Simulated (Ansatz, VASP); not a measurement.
**One calculation of GaSb, two programs**

```
CELL_PARAMETERS angstrom
4.56673 0.00000 0.00000
0.00000 4.56673 0.00000
0.00000 0.00000 4.99299
ATOMIC_POSITIONS crystal
Ga 0.00000 0.00000 0.50000
Ga 0.50000 0.50000 0.50000
Sb 0.50000 0.00000 0.16834
Sb 0.00000 0.50000 0.83166
```

Alike in both runs: task relaxation of cell and atoms; functional PBE; k mesh 10 × 10 × 10; occupations gaussian, width 0.1 eV; no spin polarisation.

```csv
,VASP,Ansatz
version,VASP 6.6.1,Ansatz 0.2.0
potentials or method,"VASP PAW PBE potentials, release 64 (Ga_d, Sb), cutoff 600 eV","scalar-relativistic, plane waves, PAW"
valence electrons in the cell,36,56
```

Ansatz gave:

```
gap on the k mesh at the Fermi level, each at its own relaxed structure (eV) : none
relaxed volume (Å³/atom)                                                     : 25.79
relaxed length of the cell vector where the two differ most in proportion (Å)              : 4.990
```

Problem. Estimate VASP's values.

Solution. gap on the k mesh at the Fermi level, each at its own relaxed structure (eV): none; relaxed volume (Å³/atom): 25.78; relaxed length of the cell vector where the two differ most in proportion (Å): 4.968.

A gap of «none» marks a metal or a gap that the smearing closes. VASP's potentials hold 36 valence electrons a cell and Ansatz's 56, so a difference there can come from the potentials and not from the codes.

Neither program's run includes spin-orbit coupling.
